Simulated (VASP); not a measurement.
# SiC (P6_3mc) in VASP: further runs

The runs below take SiC through electric field gradients, with PBE.

Everything below comes from runs of VASP 6.6.1. Logs are shortened: lines on timing, memory, paths and dates and some standing lists are left out, and cuts for length are marked.

**1. The cell of the first run**

It takes space group P6_3mc (No. 186, hexagonal). The conventional cell has a = 3.116 Å, b = 3.116 Å, c = 5.114 Å, α = 90.00°, β = 90.00°, γ = 120.00°. Within 2.5 Å of Si (site symmetry 3m) lie 4 C at 1.89 to 1.97 Å. C (site symmetry 3m) has 4 Si at 1.89 to 1.97 Å within 2.5 Å.

**2. Electric field gradients, PBE (volume scaled by 1.04)**

INCAR

```
SYSTEM = SiC
PREC     = Accurate       ! precision mode
ENCUT    = 520            ! plane-wave cutoff, eV
EDIFF    = 1E-8           ! SCF threshold, eV
ISMEAR   = -1             ! smearing method
SIGMA    = 0.08           ! smearing width, eV
LREAL    = .False.        ! projectors in reciprocal space
LASPH    = .True.         ! aspherical terms in the spheres
NELM     = 80             ! most SCF steps
ALGO     = Normal         ! electronic algorithm
ISIF     = 2              ! what is computed and relaxed
LWAVE    = .False.        ! write WAVECAR
LCHARG   = .False.        ! write CHGCAR
GGA      = PE             ! functional
LEFG     = .True.       
NBANDS   = 16             ! bands
```

KPOINTS

```
regular mesh
0
Gamma
  15 15 8
  0 0 0
```

POSCAR

```
SiC
1.0
    3.1164765090      0.0000000000      0.0000000000
   -1.5582382545      2.6989478271      0.0000000000
    0.0000000000      0.0000000000      5.1144286705
Si C
2 2
Direct
    0.3333333333      0.6666666667      0.0000000000
    0.6666666667      0.3333333333      0.5000000000
    0.3333333333      0.6666666667      0.3850000000
    0.6666666667      0.3333333333      0.8850000000
```

Potentials or basis: VASP PAW PBE potentials, release 64 (Si, C).

Command:

```sh
$ cat potpaw_PBE.64/Si/POTCAR potpaw_PBE.64/C/POTCAR > POTCAR
$ mpirun -np 1 vasp_std > vasp.out
```

OUTCAR:

```text
SYSTEM = SiC
   PREC = Accurate
   ENCUT = 520
   EDIFF = 1E-8
   ISMEAR = -1
   LREAL = .False.
   LASPH = .True.
   NELM = 80
   ISIF = 2
   GGA = PE

 ion  position               nearest neighbor table
   1  0.333  0.667  0.000-   4 1.89   4 1.89   4 1.89   3 1.97   2 3.13   2 3.13   2 3.13   2 3.13
                             2 3.13   2 3.13
   2  0.667  0.333  0.500-   3 1.89   3 1.89   3 1.89   4 1.97   1 3.13   1 3.13   1 3.13   1 3.13
                             1 3.13   1 3.13
   3  0.333  0.667  0.385-   2 1.89   2 1.89   2 1.89   1 1.97
   4  0.667  0.333  0.885-   1 1.89   1 1.89   1 1.89   2 1.97

  LATTYP: Found a hexagonal cell.
 ALAT       =     3.1164765090
 C/A-ratio  =     1.6410932846

  Lattice vectors:

 A1 = (   3.1164765090,   0.0000000000,   0.0000000000)
 A2 = (  -1.5582382545,   2.6989478271,   0.0000000000)
 A3 = (   0.0000000000,   0.0000000000,   5.1144286705)

Analysis of symmetry for initial positions (statically):
=====================================================================
 Subroutine PRICEL returns:
 Original cell was already a primitive cell.

 Routine SETGRP: Setting up the symmetry group for a
 hexagonal supercell.

 Subroutine GETGRP returns: Found 12 space group operations
 (whereof  6 operations were pure point group operations)
 out of a pool of 24 trial point group operations.

The static configuration has the point symmetry C_3v.
 The point group associated with its full space group is C_6v.

Analysis of symmetry for dynamics (positions and initial velocities):
=====================================================================
 Subroutine PRICEL returns:
 Original cell was already a primitive cell.

 Routine SETGRP: Setting up the symmetry group for a
 hexagonal supercell.

 Subroutine GETGRP returns: Found 12 space group operations
 (whereof  6 operations were pure point group operations)
 out of a pool of 24 trial point group operations.

The dynamic configuration has the point symmetry C_3v.
 The point group associated with its full space group is C_6v.

 Subroutine INISYM returns: Found 12 space group operations
 (whereof  6 operations are pure point group operations),
 and found     1 'primitive' translations

----------------------------------------------------------------------------------------

                                     Primitive cell

  volume of cell :      43.0185

  direct lattice vectors                    reciprocal lattice vectors
     3.116476509  0.000000000  0.000000000     0.320875193  0.185257379  0.000000000
    -1.558238254  2.698947827  0.000000000     0.000000000  0.370514758  0.000000000
     0.000000000  0.000000000  5.114428670     0.000000000  0.000000000  0.195525261

  length of vectors
     3.116476509  3.116476509  5.114428670     0.370514758  0.370514758  0.195525261

  position of ions in fractional coordinates (direct lattice)
     0.333333333  0.666666667  0.000000000
     0.666666667  0.333333333  0.500000000
     0.333333333  0.666666667  0.385000000
     0.666666667  0.333333333  0.885000000

  ion indices of the primitive-cell ions
   primitive index   ion index
                 1           1
                 2           2
                 3           3
                 4           4

----------------------------------------------------------------------------------------

 KPOINTS: regular mesh

Automatic generation of k-mesh.
 Grid dimensions read from file:
 generate k-points for:   15   15    8

 Generating k-lattice:

  Cartesian coordinates                     Fractional coordinates (reciprocal lattice)
     0.021391680  0.012350492  0.000000000     0.066666667  0.000000000  0.000000000
     0.000000000  0.024700984  0.000000000     0.000000000  0.066666667  0.000000000
[... 42 lines left out ...]
   total plane-waves  NPLWV =  23040
   dimension x,y,z NGX =    24 NGY =   24 NGZ =   40
   dimension x,y,z NGXF=    48 NGYF=   48 NGZF=   80
   ions per type =               2   2
   NGX,Y,Z   is equivalent  to a cutoff of  12.80, 12.80, 13.00 a.u.
   NGXF,Y,Z  is equivalent  to a cutoff of  25.61, 25.61, 26.00 a.u.
 SYSTEM =  SiC
   PREC   = accura    normal or accurate (medium, high low for compatibility)
   ISTART =      0    job   : 0-new  1-cont  2-samecut
   ICHARG =      2    charge: 1-file 2-atom 10-const
   ISPIN  =      1    spin polarized calculation?
   LNONCOLLINEAR =      F non collinear calculations
   LSORBIT =      F    spin-orbit coupling
   LASPH  =      T    aspherical Exc in radial PAW
   ENCUT  =  520.0 eV  38.22 Ry    6.18 a.u.   5.79  5.79  9.51*2*pi/ulx,y,z
   NELM   =     80;   NELMIN=  2; NELMDL= -5     # of ELM steps
   EDIFF  = 0.1E-07   stopping-criterion for ELM
   LREAL  =      F    real-space projection
   EDIFFG = 0.1E-06   stopping-criterion for IOM
   NSW    =      0    number of steps for IOM
   IBRION =     -1    ionic relax: 0-MD 1-quasi-New 2-CG
   NFREE  =      0    steps in history (QN), initial steepest desc. (CG)
   ISIF   =      2    stress and relaxation
   ISYM   =      2    0-nonsym 1-usesym 2-fastsym
   POTIM  = 0.5000    time-step for ionic-motion
   TEBEG  =    0.0;   TEEND  =   0.0 temperature during run
   PSTRESS=    0.0 pullay stress
   NELECT =      16.0000    total number of electrons
   NUPDOWN=      -1.0000    fix difference up-down
   EMIN   =  10.00;   EMAX   =-10.00  energy-range for DOS
   EFERMI =   0.00;   METHOD = LEGACY
   ISMEAR =    -1;   SIGMA  =   0.08  broadening in eV -4-tet -1-fermi 0-gaus
   EFERMI_NEDOS =   21; number of points for ismear=-14 and -15
   IALGO  =     38    algorithm
   IMIX   =      4    mixing-type and parameters
     AMIX     =   0.40;   BMIX     =  1.00
     AMIX_MAG =   1.60;   BMIX_MAG =  1.00
  volume/ion in A,a.u.               =      10.75        72.58
  Fermi-wavevector in a.u.,A,eV,Ry     =   1.177325  2.224821 18.858953  1.386094
  Thomas-Fermi vector in A             =   2.313673
   LORBIT       =      0    0 simple, 1 ext, 2 COOP (PROOUT), +10 PAW based schemes
   GGA     = PE    functional components
   LHFCALC =     F    Hartree Fock is set to
   AEXX    =    0.0000 exact exchange contribution
   IVDW    =     0    specifies the selected vdW correction
   LEPSILON=     F    determine dielectric tensor
   LRPA    =     F    only Hartree local field effects (RPA)
 non-spin polarized calculation
  energy-cutoff  :      520.00
  volume of cell :       43.02
 maximum number of plane-waves:      1184
 NGX is ok and might be reduce to    24
   NGX = 11   NGY = 11   NGZ = 19

 number of electron      16.0000000 magnetization

 Free energy of the ion-electron system (eV)
  ---------------------------------------------------
  ext. energy  EPLUGINS =         0.00000000
  ---------------------------------------------------
  free energy    TOTEN  =       -30.06138368 eV

  energy without entropy =      -30.06138368  energy(sigma->0) =      -30.06138368

 E-fermi :   9.1744     XC(G=0): -11.1781

 val. band max:        7.9722040122   @ k =   0.0000   0.0000   0.0000
 cond. band min:      10.3648626401   @ k =   0.3333   0.3333   0.0000
 fundamental gap:      2.3926586279
 Fermi energy:         9.1744402431

 k-point     1 :       0.0000    0.0000    0.0000
  band No.  band energies     occupation
      1      -7.4444      2.00000
      2      -4.0891      2.00000
      3      -0.4922      2.00000
      4       6.4347      2.00000
      5       6.4347      2.00000
      6       7.6940      2.00000
[... 433 lines left out ...]
      3       0.5734      2.00000
      4       1.7262      2.00000
      5       2.3096      2.00000
      6       3.3526      2.00000
[... 8 lines left out ...]
     15      18.6756      0.00000
     16      19.4631      0.00000

 [... further k-points ...]
[... 5 lines left out ...]
  --------------------------------------------------------------------------------------
  -------------------------------------------------------------------------------------
  Total       -0.9400722     -0.9400722     -1.8335330      0.0000000      0.0000000      0.0000000
  in kB      -35.0119534    -35.0119534    -68.2879149      0.0000000      0.0000000      0.0000000
  external PRESSURE =     -46.1039406 kB  Pullay stress =       0.0000000 kB

 VOLUME and BASIS-vectors are now :
 -----------------------------------------------------------------------------
  energy-cutoff  :      520.00
  volume of cell :       43.02
      direct lattice vectors                 reciprocal lattice vectors
     3.116476509  0.000000000  0.000000000     0.320875193  0.185257379  0.000000000
    -1.558238254  2.698947827  0.000000000     0.000000000  0.370514758  0.000000000
     0.000000000  0.000000000  5.114428670     0.000000000  0.000000000  0.195525261

 POSITION                                       TOTAL-FORCE (eV/Angst)
 -----------------------------------------------------------------------------------
     -0.00000      1.79930      0.00000        -0.000000      0.000000      0.693588
      1.55824      0.89965      2.55721         0.000000     -0.000000      0.693588
     -0.00000      1.79930      1.96906         0.000000     -0.000000     -0.693588
      1.55824      0.89965      4.52627        -0.000000      0.000000     -0.693588
 -----------------------------------------------------------------------------------
    total drift:                               -0.000000      0.000000      0.000192

  FREE ENERGIE OF THE ION-ELECTRON SYSTEM (eV)
  ---------------------------------------------------
  free  energy   TOTEN  =       -30.0613836834 eV

  energy  without entropy=      -30.0613836779  energy(sigma->0) =      -30.06138368

 Electric field gradients (V/A^2)
---------------------------------------------------------------------
 ion       V_xx      V_yy      V_zz      V_xy      V_xz      V_yz
---------------------------------------------------------------------
   1      -8.329    -8.329    16.659    -0.000     0.000    -0.000
   2      -8.329    -8.329    16.659    -0.000    -0.000     0.000
   3      -1.344    -1.345     2.689    -0.000     0.000    -0.000
   4      -1.344    -1.345     2.689    -0.000    -0.000     0.000
---------------------------------------------------------------------

 Electric field gradients after diagonalization (V/A^2)
 (convention: |V_zz| > |V_xx| > |V_yy|)
----------------------------------------------------------------------
 ion       V_xx      V_yy      V_zz     asymmetry (V_yy - V_xx)/ V_zz
----------------------------------------------------------------------
   1      -8.329    -8.329    16.659       0.000
   2      -8.329    -8.329    16.659       0.000
   3      -1.345    -1.344     2.689       0.000
   4      -1.345    -1.344     2.689       0.000
----------------------------------------------------------------------

           NMR quadrupolar parameters

 Cq : quadrupolar parameter    Cq=e*Q*V_zz/h
 eta: asymmetry parameters     (V_yy - V_xx)/ V_zz
 Q  : nuclear electric quadrupole moment in mb (millibarn)
----------------------------------------------------------------------
 ion       Cq(MHz)       eta       Q (mb)
----------------------------------------------------------------------
   1       0.040       0.000       1.000
   2       0.040       0.000       1.000
   3       0.007       0.000       1.000
   4       0.007       0.000       1.000
----------------------------------------------------------------------
```

It took 54 s on 1 thread of Intel Xeon Platinum 8488C (Sapphire Rapids), shared host; peak memory 0.21 GiB.

Results:

* Free energy: -30.0614 eV
* Pressure: -4.6 GPa
* Largest force: 0.694 eV/Å
* Band gap on the k mesh: 2.39 eV, indirect (least direct gap 4.01 eV)

Forces in eV/Å, atoms in the order of the input:
```
Si   0.000  0.000  0.694
Si   0.000  0.000  0.694
C    0.000  0.000 -0.694
C    0.000  0.000 -0.694
```

Stress tensor (GPa, compression positive):
```
-3.50  0.00  0.00
 0.00 -3.50  0.00
 0.00  0.00 -6.83
```

Electric field gradients, principal values (V/Å²):
| atom | least | middle | greatest (by size) |
| --- | --- | --- | --- |
| 1 Si | -8.329 | -8.329 | 16.659 |
| 2 Si | -8.329 | -8.329 | 16.659 |
| 3 C | -1.344 | -1.345 | 2.689 |
| 4 C | -1.344 | -1.345 | 2.689 |

Caveat: without QUAD_EFG the Cq values of the log hold for a quadrupole moment of 1 mb, not for the nuclei.

[end of part 1 of 3]
